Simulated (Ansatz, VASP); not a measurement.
**One calculation of I, two programs**

Contents of INCAR:

```
SYSTEM = I
  PREC = Accurate
  ENCUT = 520
  EDIFF = 1E-6
  ISMEAR = 0
  SIGMA = 0.02
  LREAL = .False.
  LASPH = .True.
  NELM = 100
  ALGO = Normal
  ISIF = 2
  LWAVE = .False.
  LCHARG = .False.
  GGA = PE
  NBANDS = 22
```

File KPOINTS:

```
regular mesh
0
Gamma
  8 8 4
  0 0 0
```

Contents of POSCAR:

```
I
1.0
    3.5117044748     -2.3586860640      0.0000000000
    3.5117044748      2.3586860640      0.0000000000
    0.0000000000      0.0000000000      9.1820278920
I
4
Direct
    0.1350000000      0.8650000000      0.1100000000
    0.6350000000      0.3650000000      0.3900000000
    0.8650000000      0.1350000000      0.8900000000
    0.3650000000      0.6350000000      0.6100000000
```

Input for Ansatz:

```yaml
crystal:
  lattice:
    - [3.5117044748, -2.358686064, 0.0]
    - [3.5117044748, 2.358686064, 0.0]
    - [0.0, 0.0, 9.182027892]
  atoms:
    - { symbol: I, position: [0.135, 0.865, 0.11] }
    - { symbol: I, position: [0.635, 0.365, 0.39] }
    - { symbol: I, position: [0.865, 0.135, 0.89] }
    - { symbol: I, position: [0.365, 0.635, 0.61] }
basis:
  ecutwfc: 420
kpoints:
  mp_grid: { grid: [8, 8, 4] }
hamiltonian:
  xc: pbe
scf:
  occupations: { method: gaussian, width: 0.02 }
output:
  forces: true
  stress: true
  eigenvalues: true
```

Alike in both runs: task single point; functional PBE; k mesh 8 × 8 × 4; occupations gaussian, width 0.02 eV; no spin polarisation.

```csv
,VASP,Ansatz
version,VASP 6.6.1,Ansatz 0.2.0
potentials or method,"VASP PAW PBE potentials, release 64 (I), cutoff 520 eV","scalar-relativistic, plane waves, PAW"
valence electrons in the cell,28,68
```

|  | VASP | Ansatz | Ansatz less VASP |
| --- | --- | --- | --- |
| gap on the k mesh at the Fermi level (eV) | 2.07 | 2.07 | -0.004 |
| least direct gap on the mesh (eV) | 2.41 | 2.41 | -0.002 |
| pressure (GPa) | 12.9 | 12.9 | -0.05 |
| traceless stress, the component that is largest in VASP (GPa) | 12.73 | 12.67 | -0.064 |
| rms of the force components (eV/Å) | 3.576 | 3.557 | -0.0190 |

Atom by atom the forces differ by 0.019 eV/Å (rms over components). The functional is the same, so the differences come from potentials, cutoffs and numerics. VASP's potentials hold 28 valence electrons a cell and Ansatz's 68, so a difference there can come from the potentials and not from the codes.

Neither program's run includes spin-orbit coupling.
